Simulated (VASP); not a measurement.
# InSb (Fm-3m) in VASP: further runs

InSb is run at these levels: PBE; tasks: single point.

Program: VASP 6.6.1. These are calculated values, not measurements. Logs are shortened: lines on timing, memory, paths and dates and some standing lists are left out, and cuts for length are marked.

## 1. The cell of the first run

It takes space group Fm-3m (No. 225, cubic). Conventional cell: a = 6.258 Å, b = 6.258 Å, c = 6.258 Å, α = 90.00°, β = 90.00°, γ = 90.00°. Within 4.1 Å of In (site symmetry m-3m) lie 6 Sb at 3.13 Å. Sb (site symmetry m-3m) has 6 In at 3.13 Å within 4.1 Å.

## 2. Single point, PBE (30.63 Å³/atom)

Input file INCAR:

```
SYSTEM = InSb
PREC = Accurate
ENCUT = 520
EDIFF = 1E-6
ISMEAR = 0
SIGMA = 0.15
LREAL = .FALSE.
LASPH = .TRUE.
NELM = 60
ALGO = Normal
ISIF = 2
LWAVE = .FALSE.
LCHARG = .FALSE.
GGA = PE
NBANDS = 16
```

Input file KPOINTS:

```
regular mesh
0
G
  14 14 14
  0 0 0
```

Input file POSCAR:

```
InSb
1.0
    0.0000000000      3.1289007290      3.1289007290
    3.1289007290      0.0000000000      3.1289007290
    3.1289007290      3.1289007290      0.0000000000
In Sb
1 1
Direct
    0.0000000000      0.0000000000      0.0000000000
    0.5000000000      0.5000000000      0.5000000000
```

Potentials or basis: VASP PAW PBE potentials, release 64 (In_d, Sb).

The run is started by

```bash
$ cat potpaw_PBE.64/In_d/POTCAR potpaw_PBE.64/Sb/POTCAR > POTCAR
$ mpirun -np 1 vasp_std > vasp.out
```

OUTCAR:

```text
SYSTEM = InSb
   PREC = Accurate
   ENCUT = 520
   EDIFF = 1E-6
   ISMEAR = 0
   LREAL = .FALSE.
   LASPH = .TRUE.
   NELM = 60
   ISIF = 2
   GGA = PE

 ion  position               nearest neighbor table
   1  0.000  0.000  0.000-   2 3.13   2 3.13   2 3.13   2 3.13   2 3.13   2 3.13
   2  0.500  0.500  0.500-   1 3.13   1 3.13   1 3.13   1 3.13   1 3.13   1 3.13

  LATTYP: Found a face centered cubic cell.
 ALAT       =     6.2578014580

  Lattice vectors:

 A1 = (   0.0000000000,   3.1289007290,   3.1289007290)
 A2 = (   3.1289007290,   0.0000000000,   3.1289007290)
 A3 = (   3.1289007290,   3.1289007290,   0.0000000000)

Analysis of symmetry for initial positions (statically):
=====================================================================
 Subroutine PRICEL returns:
 Original cell was already a primitive cell.

 Routine SETGRP: Setting up the symmetry group for a
 face centered cubic supercell.

 Subroutine GETGRP returns: Found 48 space group operations
 (whereof 48 operations were pure point group operations)
 out of a pool of 48 trial point group operations.

The static configuration has the point symmetry O_h .

Analysis of symmetry for dynamics (positions and initial velocities):
=====================================================================
 Subroutine PRICEL returns:
 Original cell was already a primitive cell.

 Routine SETGRP: Setting up the symmetry group for a
 face centered cubic supercell.

 Subroutine GETGRP returns: Found 48 space group operations
 (whereof 48 operations were pure point group operations)
 out of a pool of 48 trial point group operations.

The dynamic configuration has the point symmetry O_h .

 Subroutine INISYM returns: Found 48 space group operations
 (whereof 48 operations are pure point group operations),
 and found     1 'primitive' translations

----------------------------------------------------------------------------------------

                                     Primitive cell

  volume of cell :      61.2640

  direct lattice vectors                    reciprocal lattice vectors
     0.000000000  3.128900729  3.128900729    -0.159800532  0.159800532  0.159800532
     3.128900729  0.000000000  3.128900729     0.159800532 -0.159800532  0.159800532
     3.128900729  3.128900729  0.000000000     0.159800532  0.159800532 -0.159800532

  length of vectors
     4.424933846  4.424933846  4.424933846     0.276782640  0.276782640  0.276782640

  position of ions in fractional coordinates (direct lattice)
     0.000000000  0.000000000  0.000000000
     0.500000000  0.500000000  0.500000000

  ion indices of the primitive-cell ions
   primitive index   ion index
                 1           1
                 2           2

[... 76 lines left out ...]
   NFREE  =      0    steps in history (QN), initial steepest desc. (CG)
   ISIF   =      2    stress and relaxation
   ISYM   =      2    0-nonsym 1-usesym 2-fastsym
   POTIM  = 0.5000    time-step for ionic-motion
   TEBEG  =    0.0;   TEEND  =   0.0 temperature during run
   PSTRESS=    0.0 pullay stress
   NELECT =      18.0000    total number of electrons
   NUPDOWN=      -1.0000    fix difference up-down
   EMIN   =  10.00;   EMAX   =-10.00  energy-range for DOS
   EFERMI =   0.00;   METHOD = LEGACY
   ISMEAR =     0;   SIGMA  =   0.15  broadening in eV -4-tet -1-fermi 0-gaus
   EFERMI_NEDOS =   21; number of points for ismear=-14 and -15
   IALGO  =     38    algorithm
   IMIX   =      4    mixing-type and parameters
     AMIX     =   0.40;   BMIX     =  1.00
     AMIX_MAG =   1.60;   BMIX_MAG =  1.00
  volume/ion in A,a.u.               =      30.63       206.71
  Fermi-wavevector in a.u.,A,eV,Ry     =   1.088338  2.056661 16.115830  1.184480
  Thomas-Fermi vector in A             =   2.224518
   LORBIT       =      0    0 simple, 1 ext, 2 COOP (PROOUT), +10 PAW based schemes
   GGA     = PE    functional components
   LHFCALC =     F    Hartree Fock is set to
   AEXX    =    0.0000 exact exchange contribution
   IVDW    =     0    specifies the selected vdW correction
   LEPSILON=     F    determine dielectric tensor
   LRPA    =     F    only Hartree local field effects (RPA)
 non-spin polarized calculation
 Gauss-broadening in eV      SIGMA  =   0.15
  energy-cutoff  :      520.00
  volume of cell :       61.26
 maximum number of plane-waves:      1676
 NGX is ok and might be reduce to    36
   NGX = 17   NGY = 17   NGZ = 17

 number of electron      18.0000000 magnetization

 Free energy of the ion-electron system (eV)
  ---------------------------------------------------
  ext. energy  EPLUGINS =         0.00000000
  ---------------------------------------------------
  free energy    TOTEN  =        -6.64297897 eV

  energy without entropy =       -6.62413707  energy(sigma->0) =       -6.63355802

 E-fermi :   5.9738     XC(G=0):  -9.4720

 val. band max:        5.9620142508   @ k =  -0.2143   0.2143   0.0714
 cond. band min:       5.9744446373   @ k =   0.1429   0.0000   0.0000
 fundamental gap:      0.0124303865
 Fermi energy:         5.9738145436

 k-point     1 :       0.0000    0.0000    0.0000
  band No.  band energies     occupation
      1      -8.3660      2.00000
      2      -8.3660      2.00000
      3      -8.3411      2.00000
      4      -8.3411      2.00000
      5      -8.3411      2.00000
      6      -4.5814      2.00000
[... 433 lines left out ...]
      3      -8.3442      2.00000
      4      -8.3289      2.00000
      5      -8.3263      2.00000
      6      -3.8657      2.00000
[... 8 lines left out ...]
     15      14.2954      0.00000
     16      14.5170      0.00000

 [... further k-points ...]

------------------------ aborting loop because EDIFF is reached ----------------------------------------

  FORCE on cell =-STRESS in cart. coord.  units (eV):
  Direction    XX          YY          ZZ          XY          YZ          ZX
  --------------------------------------------------------------------------------------
  -------------------------------------------------------------------------------------
  Total       -0.8483255     -0.8483255     -0.8483255      0.0000000     -0.0000000      0.0000000
  in kB      -22.1854246    -22.1854246    -22.1854246      0.0000000     -0.0000000      0.0000000
  external PRESSURE =     -22.1854246 kB  Pullay stress =       0.0000000 kB

 VOLUME and BASIS-vectors are now :
 -----------------------------------------------------------------------------
  energy-cutoff  :      520.00
  volume of cell :       61.26
      direct lattice vectors                 reciprocal lattice vectors
     0.000000000  3.128900729  3.128900729    -0.159800532  0.159800532  0.159800532
     3.128900729  0.000000000  3.128900729     0.159800532 -0.159800532  0.159800532
     3.128900729  3.128900729  0.000000000     0.159800532  0.159800532 -0.159800532

 POSITION                                       TOTAL-FORCE (eV/Angst)
 -----------------------------------------------------------------------------------
      0.00000      0.00000      0.00000        -0.000000      0.000000     -0.000000
      3.12890      3.12890      3.12890         0.000000     -0.000000      0.000000
 -----------------------------------------------------------------------------------
    total drift:                               -0.000000      0.000000      0.000000

  FREE ENERGIE OF THE ION-ELECTRON SYSTEM (eV)
  ---------------------------------------------------
  free  energy   TOTEN  =        -6.6429789685 eV

  energy  without entropy=       -6.6241370731  energy(sigma->0) =       -6.63355802
```

OSZICAR:

```text
N       E                     dE             d eps       ncg     rms          rms(c)
DAV:   1     0.110581414345E+03    0.11058E+03   -0.80132E+03  3328   0.115E+03
DAV:   2    -0.398710243771E-01   -0.11062E+03   -0.10725E+03  3768   0.285E+02
DAV:   3    -0.651027802730E+01   -0.64704E+01   -0.64133E+01  4256   0.684E+01
DAV:   4    -0.668190809761E+01   -0.17163E+00   -0.17158E+00  4192   0.125E+01
DAV:   5    -0.668991506522E+01   -0.80070E-02   -0.80067E-02  4816   0.218E+00    0.288E+00
DAV:   6    -0.664246399721E+01    0.47451E-01   -0.10387E-01  4480   0.485E+00    0.160E+00
DAV:   7    -0.664232515337E+01    0.13884E-03   -0.21523E-02  4560   0.158E+00    0.501E-01
DAV:   8    -0.664287453627E+01   -0.54938E-03   -0.21995E-03  3976   0.543E-01    0.985E-02
DAV:   9    -0.664297475518E+01   -0.10022E-03   -0.16782E-04  4472   0.121E-01    0.468E-02
DAV:  10    -0.664297612720E+01   -0.13720E-05   -0.95503E-06  4128   0.230E-02    0.107E-02
DAV:  11    -0.664297896059E+01   -0.28334E-05   -0.35404E-06  4096   0.159E-02    0.527E-03
DAV:  12    -0.664297896847E+01   -0.78721E-08   -0.87325E-08  2400   0.266E-03
   1 F= -.66429790E+01 E0= -.66335580E+01  d E =-.188419E-01
```

Wall time 86 s (1 thread of AMD EPYC 7R13 (Zen 3), shared host); peak memory 0.24 GiB.

Results:

| Item | Value |
| --- | --- |
| Free energy | -6.6430 eV |
| Pressure | -2.2 GPa |
| Band gap on the k mesh | zero (bands 9 and 10 overlap by 2.47 eV) |

Caveat: spin-orbit coupling is left out, which moves the levels of the heavy elements.

## 3. Single point, PBE (31.41 Å³/atom)

This run uses another cell than the first one, of 31.41 Å³/atom.

Input file INCAR:

```
SYSTEM = InSb
PREC     = Accurate       ! precision mode
ENCUT    = 520            ! plane-wave cutoff, eV
EDIFF    = 1E-6           ! SCF threshold, eV
ISMEAR   = 0              ! smearing method
SIGMA    = 0.15           ! smearing width, eV
LREAL    = .False.        ! projectors in reciprocal space
LASPH    = .True.         ! aspherical terms in the spheres
NELM     = 100            ! most SCF steps
ALGO     = Normal         ! electronic algorithm
ISIF     = 2              ! what is computed and relaxed
LWAVE    = .False.        ! write WAVECAR
LCHARG   = .True.         ! write CHGCAR
GGA      = PE             ! functional
LELF     = .True.         ! ELF
LVHAR    = .True.       
NBANDS   = 16             ! bands
```

Input file KPOINTS:

```
regular mesh
0
Gamma
  14 14 14
  0 0 0
```

Input file POSCAR:

```
InSb
1.0
    0.0000000000      3.1551021706      3.1551021706
    3.1551021706      0.0000000000      3.1551021706
    3.1551021706      3.1551021706      0.0000000000
In Sb
1 1
Direct
    0.0000000000      0.0000000000      0.0000000000
    0.5000000000      0.5000000000      0.5000000000
```

Potentials or basis: VASP PAW PBE potentials, release 64 (In_d, Sb).

The run is started by

```bash
$ cat potpaw_PBE.64/In_d/POTCAR potpaw_PBE.64/Sb/POTCAR > POTCAR
$ mpirun -np 1 vasp_std > vasp.out
```

It took 73 s on 1 thread of AMD EPYC 7R13 (Zen 3), shared host; peak memory 0.24 GiB.

Results (log left out):

| Item | Value |
| --- | --- |
| Free energy | -6.6177 eV |
| Pressure | -3.0 GPa |
| Band gap on the k mesh | zero (bands 9 and 10 overlap by 2.38 eV) |

Levels at points of the mesh, in eV from the Fermi level:
```csv
k point,band 6,band 7,band 8,band 9,band 10,band 11,band 12,band 13
"(0.00, 0.00, 0.00)",-10.41,-1.04,-0.02,-0.02,-0.02,5.75,5.75,5.75
"(0.50, 0.00, 0.00)",-8.88,-5.97,0.31,0.31,2.09,2.48,2.48,2.86
"(0.50, 0.50, 0.00)",-8.34,-3.94,-3.37,-1.86,-1.86,3.39,7.65,7.65
```

Caveat: the cell stands under tension; spin-orbit coupling is left out, which moves the levels of the heavy elements.
